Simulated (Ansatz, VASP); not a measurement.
**Two plane-wave programs on Y**

```
CELL_PARAMETERS angstrom
3.62699 0.00000 0.00000
-1.81350 3.14107 0.00000
0.00000 0.00000 5.70883
ATOMIC_POSITIONS crystal
Y 0.33333 0.66667 0.25000
Y 0.66667 0.33333 0.75000
```

Change from the starting cell: volume scaled by 0.98, PAW files.

Alike in both runs: task electric field gradients; functional LDA; k mesh 12 × 12 × 7; occupations fermi-dirac, width 0.08 eV; no spin polarisation.

|  | VASP | Ansatz |
| --- | --- | --- |
| version | VASP 6.6.1 | Ansatz 0.2.0 |
| potentials or method | VASP PAW LDA potentials, release 64 (Y_sv) | PAW with Ansatz's default frozen-core files, scalar-relativistic |
| plane-wave cutoff (eV) | 520 | 420 |
| valence electrons in the cell | 22 | 22 |

|  | VASP | Ansatz | Ansatz less VASP |
| --- | --- | --- | --- |
| pressure (GPa) | -3.3 | -3.2 | +0.10 |
| traceless stress, the component that is largest in VASP (GPa) | -0.38 | -0.39 | -0.009 |
| size of Vzz on the site where it differs most (V/Å²) | 25.6 | 26.6 | +0.99 |

LDA's correlation is that of Perdew and Zunger in VASP and of Perdew and Wang (1992) in Ansatz.
